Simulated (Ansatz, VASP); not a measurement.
One calculation of Os, two programs

```xyz
2
Lattice="0.0000 2.6632 2.6632 2.6632 0.0000 2.6632 2.6632 2.6632 0.0000" Properties=species:S:1:pos:R:3 pbc="T T T"
Os    0.6658    0.6658    0.6658
Os    4.6605    4.6605    4.6605
```

Alike in both runs: task relaxation of cell and atoms; functional LDA; k mesh 10 × 10 × 10; occupations fermi-dirac, width 0.1 eV; no spin polarisation.

|  | VASP | Ansatz |
| --- | --- | --- |
| version | VASP 6.6.1 | Ansatz 0.2.0 |
| potentials or method | VASP PAW LDA potentials, release 64 (Os_sv_GW), cutoff 560 eV | plane waves (420 eV) with PAW, scalar-relativistic |
| valence electrons in the cell | 32 | 32 |

```csv
,VASP,Ansatz,Ansatz less VASP
relaxed volume (Å³/atom),20.47,20.49,+0.022
relaxed length of the cell vector where the two differ most in proportion (Å),3.868,3.870,+0.0014
```

Ansatz warns that its potentials were made for another functional, while VASP's fit it. LDA's correlation is that of Perdew and Zunger in VASP and of Perdew and Wang (1992) in Ansatz.

Spin-orbit coupling is off throughout.
